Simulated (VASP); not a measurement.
## CsI: single point with r2SCAN

CsI:

```
Cs I
1.0
     4.75779    0.00000    0.00000
     0.00000    4.75779    0.00000
     0.00000    0.00000    4.75779
Cs I
1 1
Direct
  0.00000 0.00000 0.00000
  0.50000 0.50000 0.50000
```

```json
{
  "Program": "VASP 6.6.1",
  "Task": "single point",
  "Functional": "r2SCAN",
  "Potentials or basis": "VASP PAW PBE potentials, release 64 (Cs_sv, I)",
  "Cutoff": "550 eV",
  "k mesh": "6 × 6 × 6",
  "Occupations": "gaussian, width 0.02 eV",
  "Spin": "no spin polarisation"
}
```

```json
{
 "Pressure": "-0.9 GPa",
 "Band gap on the k mesh": "4.19 eV (least direct gap 4.29 eV)"
}
```

Levels at points of the mesh, in eV from the valence-band top:
```csv
k point,band 4,band 5,band 6,band 7,band 8,band 9,band 10,band 11,band 12,band 13
"(0.00, 0.00, 0.00)",-7.48,-7.48,-0.10,-0.10,-0.10,4.19,4.77,4.77,8.14,8.14
"(0.50, 0.00, 0.00)",-7.44,-7.44,-1.28,-0.18,-0.18,5.68,6.62,6.80,7.39,8.17
"(0.50, 0.50, 0.00)",-7.72,-7.41,-0.78,-0.78,0.00,4.75,5.44,6.63,6.63,9.65
"(0.50, 0.50, 0.50)",-7.66,-7.66,-1.04,-1.04,-1.04,7.35,7.35,7.35,7.98,7.98
```

It took 2.4 min on 1 thread of Intel Xeon 8259CL (shared host), peak memory 0.23 GiB.

Caveat: the PAW data sets were made with another functional, which shifts forces and pressure a little; spin-orbit coupling is left out, which moves the levels of the heavy elements. A k mesh can miss the band edges.
